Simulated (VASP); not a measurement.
# TePt (R-3m) in VASP: a series of runs

Runs on TePt. Level: PBEsol. Tasks: single point, relaxation of cell and atoms.

All numbers are computed with VASP 6.6.1; they aren't measurements. Logs are shortened: lines on timing, memory, paths and dates and some standing lists are left out, and cuts for length are marked.

### 1 The cell of the first run

The structure is trigonal, space group R-3m (No. 166). Conventional cell: a = 3.899 Å, b = 3.899 Å, c = 18.822 Å, α = 90.00°, β = 90.00°, γ = 120.00°. Within 3.5 Å of Te (site symmetry 3m) lie 6 Pt at 2.57 to 3.48 Å and 3 Te at 3.28 Å. Within 3.5 Å of Pt (site symmetry 3m) lie 6 Te at 2.57 to 3.48 Å and 3 Pt at 2.66 Å.

### 2 Single point, PBEsol

File INCAR:

```
SYSTEM = TePt
PREC = Accurate
ENCUT = 520
EDIFF = 1E-7
ISMEAR = 0
SIGMA = 0.1
LREAL = .False.
LASPH = .True.
NELM = 100
ALGO = Normal
ISIF = 2
LWAVE = .False.
LCHARG = .False.
GGA = PS
NBANDS = 24
```

File KPOINTS:

```
regular mesh
0
Gamma
  12 12 12
  0 0 0
```

File POSCAR:

```
TePt
1.0
    1.9497458974      1.1256863188      6.2740542138
   -1.9497458974      1.1256863188      6.2740542138
    0.0000000000     -2.2513726374      6.2740542139
Te Pt
2 2
Direct
    0.6034159299      0.6034159299      0.6034159299
    0.3965840701      0.3965840701      0.3965840701
    0.8712050309      0.8712050309      0.8712050309
    0.1287949691      0.1287949691      0.1287949691
```

Potentials or basis: VASP PAW PBE potentials, release 64 (Te, Pt).

Run with:

```
cat potpaw_PBE.64/Te/POTCAR potpaw_PBE.64/Pt/POTCAR > POTCAR
mpirun -np 1 vasp_std > vasp.out
```

OUTCAR:

```text
SYSTEM = TePt
   PREC = Accurate
   ENCUT = 520
   EDIFF = 1E-7
   ISMEAR = 0
   LREAL = .False.
   LASPH = .True.
   NELM = 100
   ISIF = 2
   GGA = PS

 ion  position               nearest neighbor table
   1  0.603  0.603  0.603-   3 2.57   3 2.57   3 2.57   2 3.28   2 3.28   2 3.28   4 3.48   4 3.48
                             4 3.48
   2  0.397  0.397  0.397-   4 2.57   4 2.57   4 2.57   1 3.28   1 3.28   1 3.28   3 3.48   3 3.48
                             3 3.48
   3  0.871  0.871  0.871-   1 2.57   1 2.57   1 2.57   4 2.66   4 2.66   4 2.66   2 3.48   2 3.48
                             2 3.48
   4  0.129  0.129  0.129-   2 2.57   2 2.57   2 2.57   3 2.66   3 2.66   3 2.66   1 3.48   1 3.48
                             1 3.48

  LATTYP: Found a trigonal (rhomboedric) cell.
 ALAT       =     6.6657658998
 COS(alpha) =     0.8288858550

  Lattice vectors:

 A1 = (   1.9497458974,   1.1256863188,   6.2740542138)
 A2 = (  -1.9497458974,   1.1256863188,   6.2740542138)
 A3 = (   0.0000000000,  -2.2513726374,   6.2740542139)

Analysis of symmetry for initial positions (statically):
=====================================================================
 Subroutine PRICEL returns:
 Original cell was already a primitive cell.

 Routine SETGRP: Setting up the symmetry group for a
 trigonal (rhombohedral) supercell.

 Subroutine GETGRP returns: Found 12 space group operations
 (whereof 12 operations were pure point group operations)
 out of a pool of 12 trial point group operations.

The static configuration has the point symmetry D_3d.

Analysis of symmetry for dynamics (positions and initial velocities):
=====================================================================
 Subroutine PRICEL returns:
 Original cell was already a primitive cell.

 Routine SETGRP: Setting up the symmetry group for a
 trigonal (rhombohedral) supercell.

 Subroutine GETGRP returns: Found 12 space group operations
 (whereof 12 operations were pure point group operations)
 out of a pool of 12 trial point group operations.

The dynamic configuration has the point symmetry D_3d.

 Subroutine INISYM returns: Found 12 space group operations
 (whereof 12 operations are pure point group operations),
 and found     1 'primitive' translations

----------------------------------------------------------------------------------------

                                     Primitive cell

  volume of cell :      82.6219

  direct lattice vectors                    reciprocal lattice vectors
     1.949745897  1.125686319  6.274054214     0.256443673  0.148057824  0.053128858
    -1.949745897  1.125686319  6.274054214    -0.256443673  0.148057824  0.053128858
     0.000000000 -2.251372637  6.274054214     0.000000000 -0.296115648  0.053128858

  length of vectors
     6.665765900  6.665765900  6.665765900     0.300844066  0.300844066  0.300844066

  position of ions in fractional coordinates (direct lattice)
     0.603415930  0.603415930  0.603415930
     0.396584070  0.396584070  0.396584070
     0.871205031  0.871205031  0.871205031
     0.128794969  0.128794969  0.128794969

  ion indices of the primitive-cell ions
   primitive index   ion index
                 1           1
                 2           2
                 3           3
                 4           4

----------------------------------------------------------------------------------------

 KPOINTS: regular mesh

Automatic generation of k-mesh.
 Grid dimensions read from file:
 generate k-points for:   12   12   12

 Generating k-lattice:

  Cartesian coordinates                     Fractional coordinates (reciprocal lattice)
     0.021370306  0.012338152  0.004427405     0.083333333 -0.000000000 -0.000000000
    -0.021370306  0.012338152  0.004427405    -0.000000000  0.083333333 -0.000000000
     0.000000000 -0.024676304  0.004427405    -0.000000000 -0.000000000  0.083333333

  Length of vectors
     0.025070339  0.025070339  0.025070339

  Shift w.r.t. Gamma in fractional coordinates (k-lattice)
     0.000000000  0.000000000  0.000000000

 Subroutine IBZKPT returns following result:
 ===========================================

 Found    189 irreducible k-points:

 Following reciprocal coordinates:
            Coordinates               Weight
  0.000000  0.000000  0.000000      1.000000
  0.083333 -0.000000 -0.000000      6.000000
  0.166667 -0.000000 -0.000000      6.000000
  0.250000 -0.000000 -0.000000      6.000000
  0.333333 -0.000000 -0.000000      6.000000
  0.416667 -0.000000 -0.000000      6.000000
[... 16 lines left out ...]
  0.500000  0.166667 -0.000000     12.000000
 -0.416667  0.166667  0.000000     12.000000
 [... further k-points ...]
   k-points           NKPTS =    189   k-points in BZ     NKDIM =    189   number of bands    NBANDS=     24
   number of dos      NEDOS =    301   number of ions     NIONS =      4
   total plane-waves  NPLWV = 125000
   dimension x,y,z NGX =    50 NGY =   50 NGZ =   50
   dimension x,y,z NGXF=   100 NGYF=  100 NGZF=  100
   ions per type =               2   2
   NGX,Y,Z   is equivalent  to a cutoff of  12.47, 12.47, 12.47 a.u.
   NGXF,Y,Z  is equivalent  to a cutoff of  24.94, 24.94, 24.94 a.u.
 SYSTEM =  TePt
   PREC   = accura    normal or accurate (medium, high low for compatibility)
   ISTART =      0    job   : 0-new  1-cont  2-samecut
   ICHARG =      2    charge: 1-file 2-atom 10-const
   ISPIN  =      1    spin polarized calculation?
   LNONCOLLINEAR =      F non collinear calculations
   LSORBIT =      F    spin-orbit coupling
   LASPH  =      T    aspherical Exc in radial PAW
   ENCUT  =  520.0 eV  38.22 Ry    6.18 a.u.  12.39 12.39 12.39*2*pi/ulx,y,z
   NELM   =    100;   NELMIN=  2; NELMDL= -5     # of ELM steps
   EDIFF  = 0.1E-06   stopping-criterion for ELM
   LREAL  =      F    real-space projection
   EDIFFG = 0.1E-05   stopping-criterion for IOM
   NSW    =      0    number of steps for IOM
   IBRION =     -1    ionic relax: 0-MD 1-quasi-New 2-CG
   NFREE  =      0    steps in history (QN), initial steepest desc. (CG)
   ISIF   =      2    stress and relaxation
   ISYM   =      2    0-nonsym 1-usesym 2-fastsym
   POTIM  = 0.5000    time-step for ionic-motion
   TEBEG  =    0.0;   TEEND  =   0.0 temperature during run
   PSTRESS=    0.0 pullay stress
   NELECT =      32.0000    total number of electrons
   NUPDOWN=      -1.0000    fix difference up-down
   EMIN   =  10.00;   EMAX   =-10.00  energy-range for DOS
   EFERMI =   0.00;   METHOD = LEGACY
   ISMEAR =     0;   SIGMA  =   0.10  broadening in eV -4-tet -1-fermi 0-gaus
   EFERMI_NEDOS =   21; number of points for ismear=-14 and -15
   IALGO  =     38    algorithm
   IMIX   =      4    mixing-type and parameters
     AMIX     =   0.40;   BMIX     =  1.00
     AMIX_MAG =   1.60;   BMIX_MAG =  1.00
  volume/ion in A,a.u.               =      20.66       139.39
  Fermi-wavevector in a.u.,A,eV,Ry     =   1.193328  2.255063 19.375129  1.424032
  Thomas-Fermi vector in A             =   2.329345
   LORBIT       =      0    0 simple, 1 ext, 2 COOP (PROOUT), +10 PAW based schemes
   GGA     = PS    functional components
   LHFCALC =     F    Hartree Fock is set to
   AEXX    =    0.0000 exact exchange contribution
   IVDW    =     0    specifies the selected vdW correction
   LEPSILON=     F    determine dielectric tensor
   LRPA    =     F    only Hartree local field effects (RPA)
 non-spin polarized calculation
 Gauss-broadening in eV      SIGMA  =   0.10
  energy-cutoff  :      520.00
  volume of cell :       82.62
 maximum number of plane-waves:      2252
 NGX is ok and might be reduce to    50
   NGX = 25   NGY = 25   NGZ = 25

 number of electron      31.9999999 magnetization

 Free energy of the ion-electron system (eV)
  ---------------------------------------------------
  ext. energy  EPLUGINS =         0.00000000
  ---------------------------------------------------
  free energy    TOTEN  =       -22.20525274 eV

  energy without entropy =      -22.19537099  energy(sigma->0) =      -22.20031186

 E-fermi :   9.6220     XC(G=0): -11.5566

 val. band max:        9.6189581515   @ k =   0.3333   0.2500   0.0833
 cond. band min:       9.6224939736   @ k =  -0.4167   0.4167   0.0000
 fundamental gap:      0.0035358221
 Fermi energy:         9.6220472044

 k-point     1 :       0.0000    0.0000    0.0000
  band No.  band energies     occupation
      1      -4.4007      2.00000
      2      -2.1387      2.00000
      3       2.1652      2.00000
      4       3.7968      2.00000
      5       3.7968      2.00000
      6       4.5592      2.00000
[... 16 lines left out ...]
     23      16.0034      0.00000
     24      17.3508      0.00000

 k-point     2 :       0.0833   -0.0000   -0.0000
  band No.  band energies     occupation
      1      -4.3207      2.00000
      2      -2.1207      2.00000
      3       2.2541      2.00000
      4       3.8117      2.00000
      5       3.8532      2.00000
      6       4.4545      2.00000
[... 16 lines left out ...]
     23      16.2005      0.00000
     24      16.7751      0.00000

 k-point     3 :       0.1667   -0.0000   -0.0000
  band No.  band energies     occupation
      1      -4.0898      2.00000
      2      -2.0642      2.00000
      3       2.4751      2.00000
      4       3.8678      2.00000
      5       3.9089      2.00000
      6       4.2240      2.00000
[... 16 lines left out ...]
     23      16.7237      0.00000
     24      17.0626      0.00000
[... 514 lines left out ...]
 k-point    23 :       0.5000    0.1667   -0.0000
  band No.  band energies     occupation
      1      -2.7392      2.00000
      2      -1.9273      2.00000
      3       2.6969      2.00000
      4       3.0928      2.00000
      5       4.0815      2.00000
      6       4.6813      2.00000
[... 16 lines left out ...]
     23      17.5116      0.00000
     24      18.4356      0.00000

 k-point    24 :      -0.4167    0.1667    0.0000
  band No.  band energies     occupation
      1      -2.5804      2.00000
      2      -1.9386      2.00000
      3       2.7293      2.00000
      4       2.9936      2.00000
      5       4.0657      2.00000
      6       4.6936      2.00000
[... 16 lines left out ...]
     23      17.6972      0.00000
     24      19.3832      0.00000

 [... further k-points ...]

------------------------ aborting loop because EDIFF is reached ----------------------------------------

  FORCE on cell =-STRESS in cart. coord.  units (eV):
  Direction    XX          YY          ZZ          XY          YZ          ZX
  --------------------------------------------------------------------------------------
  -------------------------------------------------------------------------------------
  Total        4.0377448      4.0377448      4.0501121      0.0000000     -0.0000000     -0.0000000
  in kB       78.2986962     78.2986962     78.5385179      0.0000000     -0.0000000     -0.0000000
  external PRESSURE =      78.3786368 kB  Pullay stress =       0.0000000 kB

 VOLUME and BASIS-vectors are now :
 -----------------------------------------------------------------------------
  energy-cutoff  :      520.00
  volume of cell :       82.62
      direct lattice vectors                 reciprocal lattice vectors
     1.949745897  1.125686319  6.274054214     0.256443673  0.148057824  0.053128858
    -1.949745897  1.125686319  6.274054214    -0.256443673  0.148057824  0.053128858
     0.000000000 -2.251372637  6.274054214     0.000000000 -0.296115648  0.053128858

 POSITION                                       TOTAL-FORCE (eV/Angst)
 -----------------------------------------------------------------------------------
      0.00000      0.00000     11.35759         0.000000     -0.000000     -0.013163
      0.00000      0.00000      7.46457         0.000000      0.000000      0.013163
      0.00000      0.00000     16.39796         0.000000     -0.000000     -0.000474
      0.00000      0.00000      2.42420         0.000000      0.000000      0.000474
 -----------------------------------------------------------------------------------
    total drift:                                0.000000      0.000000     -0.000000

  FREE ENERGIE OF THE ION-ELECTRON SYSTEM (eV)
  ---------------------------------------------------
  free  energy   TOTEN  =       -22.2052527375 eV

  energy  without entropy=      -22.1953709859  energy(sigma->0) =      -22.20031186
```

Wall time 30 min (1 thread of Intel Xeon 8259CL, shared host); peak memory 0.58 GiB.

Results:

* Free energy: -22.2053 eV
* Pressure: 7.8 GPa
* Largest force: 0.013 eV/Å
* Band gap on the k mesh: zero (bands 16 and 17 overlap by 2.86 eV)

Forces on the atoms (eV/Å):
```
Te   0.000  0.000 -0.013
Te   0.000  0.000  0.013
Pt   0.000  0.000  0.000
Pt   0.000  0.000  0.000
```

Levels at points of the mesh, in eV from the Fermi level:
```csv
k point,band 12,band 13,band 14,band 15,band 16,band 17,band 18,band 19,band 20,band 21
"(0.00, 0.00, 0.00)",-2.01,-1.79,0.37,0.37,1.14,1.48,3.15,3.15,4.85,6.36
"(0.50, 0.00, 0.00)",-2.64,-2.58,-2.07,-1.92,-0.94,0.35,1.08,2.14,4.13,4.98
"(0.50, 0.50, 0.00)",-2.56,-2.55,-2.13,-1.77,-1.51,-1.08,3.00,4.49,5.00,5.84
"(0.50, 0.50, 0.50)",-1.98,-1.74,-1.70,1.35,1.35,1.62,1.62,3.82,4.45,4.78
```

Caveat: the cell stands under pressure; the PAW data sets were made with another functional, which shifts forces and pressure a little; spin-orbit coupling is left out, which moves the levels of the heavy elements.

### 3 Single point, PBEsol

This run uses another cell than the first one, of 21.65 Å³/atom.

File INCAR:

```
SYSTEM = TePt
PREC = Accurate ; ENCUT = 520
EDIFF = 1E-6 ; ISMEAR = 0
SIGMA = 0.1 ; LREAL = .FALSE.
LASPH = .TRUE. ; NELM = 100
ALGO = Normal ; ISIF = 2
LWAVE = .FALSE. ; LCHARG = .TRUE.
GGA = PS ; LELF = .TRUE.
LVHAR = .TRUE. ; NBANDS = 24
```

File KPOINTS:

```
regular mesh
0
G
  12 12 12
  0 0 0
```

File POSCAR:

```
TePt
1.0
    1.9684670742      1.1364949952      6.4503813402
   -1.9684670742      1.1364949952      6.4503813402
    0.0000000000     -2.2729899903      6.4503813402
Te Pt
2 2
Direct
    0.6008307168      0.6008307168      0.6008307168
    0.3991692832      0.3991692832      0.3991692832
    0.8705360921      0.8705360921      0.8705360921
    0.1294639079      0.1294639079      0.1294639079
```

Potentials or basis: VASP PAW PBE potentials, release 64 (Te, Pt).

Run with:

```
cat potpaw_PBE.64/Te/POTCAR potpaw_PBE.64/Pt/POTCAR > POTCAR
mpirun -np 1 vasp_std > vasp.out
```

It took 35 min on 1 thread of Intel Xeon 8259CL, shared host; peak memory 0.64 GiB.

It converged, with:

- Free energy: -22.3357 eV
- Pressure: 2.8 GPa
- Largest force: 0.009 eV/Å
- Band gap on the k mesh: zero (bands 16 and 17 overlap by 2.73 eV)

Forces in eV/Å, atoms in the order of the input:
```
Te   0.000  0.000 -0.009
Te   0.000  0.000  0.009
Pt   0.000  0.000 -0.005
Pt   0.000  0.000  0.005
```

Levels at points of the mesh, in eV from the Fermi level:
```
           k point  band 12  band 13  band 14  band 15  band 16  band 17  band 18  band 19  band 20  band 21
(0.00, 0.00, 0.00)    -1.95    -1.73     0.53     0.53     1.04     1.35     3.00     3.00     4.69     6.24
(0.50, 0.00, 0.00)    -2.57    -2.52    -2.01    -1.84    -1.00     0.37     1.22     2.05     3.93     4.86
(0.50, 0.50, 0.00)    -2.51    -2.49    -1.93    -1.75    -1.42    -1.10     2.77     4.16     4.89     5.65
(0.50, 0.50, 0.50)    -1.92    -1.67    -1.67     1.29     1.29     1.79     1.79     3.72     4.55     4.65
```

Caveat: the PAW data sets were made with another functional, which shifts forces and pressure a little; spin-orbit coupling is left out, which moves the levels of the heavy elements.

### 4 Relaxation of cell and atoms, PBEsol

This run uses another cell than the first one, of 22.65 Å³/atom.

File INCAR:

```
SYSTEM = TePt
PREC = Accurate ; ENCUT = 600
EDIFF = 1E-6 ; ISMEAR = 0
SIGMA = 0.1 ; LREAL = .False.
LASPH = .True. ; NELM = 60
ALGO = Normal ; ISIF = 3
LWAVE = .False. ; LCHARG = .False.
GGA = PS ; IBRION = 2
NSW = 100 ; EDIFFG = -0.005
```

File KPOINTS:

```
regular mesh
0
Gamma
  12 12 12
  0 0 0
```

File POSCAR:

```
TePt
1.0
    1.9815661262      1.1440577364      6.6610305258
   -1.9815661262      1.1440577364      6.6610305258
    0.0000000000     -2.2881154728      6.6610305258
Te Pt
2 2
Direct
    0.5980000000      0.5980000000      0.5980000000
    0.4020000000      0.4020000000      0.4020000000
    0.8703333333      0.8703333333      0.8703333333
    0.1296666667      0.1296666667      0.1296666667
```

Run with:

```
cat potpaw_PBE.64/Te/POTCAR potpaw_PBE.64/Pt/POTCAR > POTCAR
mpirun -np 1 vasp_std > vasp.out
```

Wall time 2.5 h (1 thread of Intel Xeon 6975P-C (Granite Rapids), shared host); peak memory 0.76 GiB.

Results (log left out):

| Item | Value |
| --- | --- |
| Free energy | -22.3643 eV |
| Relaxed volume | 22.47 Å³/atom |
| Relaxed cell | a = 6.992 Å, b = 6.992 Å, c = 6.992 Å, α = 32.92°, β = 32.92°, γ = 32.92° |
| Space group after relaxing (to 0.1 Å) | R-3m (No. 166) |
| Energy gained by relaxing | 1.0 meV/atom |
| Ionic steps | 17 |
| Pressure after relaxing | 0.0 GPa |
| Largest force after relaxing | 0.004 eV/Å |
| Band gap on the k mesh | zero (bands 16 and 17 overlap by 2.61 eV) |

Forces in eV/Å, atoms in the order of the input:
```
Te   0.000  0.000  0.001
Te   0.000  0.000 -0.001
Pt   0.000  0.000  0.004
Pt   0.000  0.000 -0.004
```

Step by step:
```tsv
step	energy change (eV)	largest force (eV/Å)	pressure (GPa)	volume (Å³)
1	0.0000	0.2054	-0.42	90.60
2	-0.0031	0.0857	0.48	89.84
3	-0.0031	0.0836	0.42	89.90
4	-0.0031	0.0895	-0.43	90.25
5	-0.0039	0.0177	-0.03	90.08
6	-0.0039	0.0201	-0.03	90.08
7	-0.0040	0.0135	-0.03	90.05
8	-0.0041	0.0094	-0.06	89.98
9	-0.0041	0.0095	-0.05	89.96
10	-0.0041	0.0194	0.10	89.82
11	-0.0041	0.0148	0.04	89.89
12	-0.0042	0.0073	0.02	89.86
13	-0.0042	0.0072	0.01	89.83
14	-0.0042	0.0064	0.04	89.84
15	-0.0042	0.0050	0.05	89.85
16	-0.0042	0.0068	-0.08	89.92
17	-0.0042	0.0037	0.00	89.87
```

Final structure:
```xyz
4
Lattice="1.9815 1.1440 6.6073 -1.9815 1.1440 6.6073 0.0000 -2.2880 6.6073" Properties=species:S:1:pos:R:3 pbc="T T T"
Te    0.0000    0.0000   11.8631
Te    0.0000    0.0000    7.9588
Pt    0.0000    0.0000   17.2410
Pt    0.0000    0.0000    2.5808
```

Levels at points of the mesh, in eV from the Fermi level:
| k point | band 13 | band 14 | band 15 | band 16 | band 17 | band 18 | band 19 | band 20 |
| --- | --- | --- | --- | --- | --- | --- | --- | --- |
| (0.00, 0.00, 0.00) | -1.70 | 0.65 | 0.65 | 0.92 | 1.26 | 2.89 | 2.89 | 4.60 |
| (0.50, 0.00, 0.00) | -2.48 | -1.95 | -1.79 | -1.05 | 0.37 | 1.35 | 1.99 | 3.80 |
| (0.50, 0.50, 0.00) | -2.44 | -1.78 | -1.73 | -1.34 | -1.11 | 2.61 | 3.93 | 4.78 |
| (0.50, 0.50, 0.50) | -1.65 | -1.62 | 1.25 | 1.25 | 1.93 | 1.93 | 3.54 | 4.55 |

Caveat: the PAW data sets were made with another functional, which shifts forces and pressure a little; spin-orbit coupling is left out, which moves the levels of the heavy elements.

### 5 Overview

| task | cell | cutoff (eV) | gap on the mesh (eV) | pressure (GPa) | largest force (eV/Å) |
| --- | --- | --- | --- | --- | --- |
| single point | a = 6.666 Å, angles 34.0°, 4 atoms, atomic positions A | 520 | none | 7.8 | 0.01 |
| single point | a = 6.839 Å, angles 33.5°, 4 atoms, atomic positions B | 520 | none | 2.8 | 0.01 |
| relaxation of cell and atoms | relaxed from a = 7.043 Å, angles 32.7°, 4 atoms, atomic positions C | 600 | none | 0.0 | - |

Alike in all rows: level PBEsol; potentials or basis VASP PAW PBE potentials, release 64 (Te, Pt); no spin polarisation; k mesh 12 × 12 × 12; smearing gaussian 0.1 eV.

Caveats: the PAW data sets were made with another functional, which shifts forces and pressure a little; spin-orbit coupling is left out, which moves the levels of the heavy elements; the cell stands under pressure (at least some runs).

Absolute energies hang on the potentials; compare differences alone.

The gap in the log of VASP goes by the Fermi energy; the results here count the filled bands.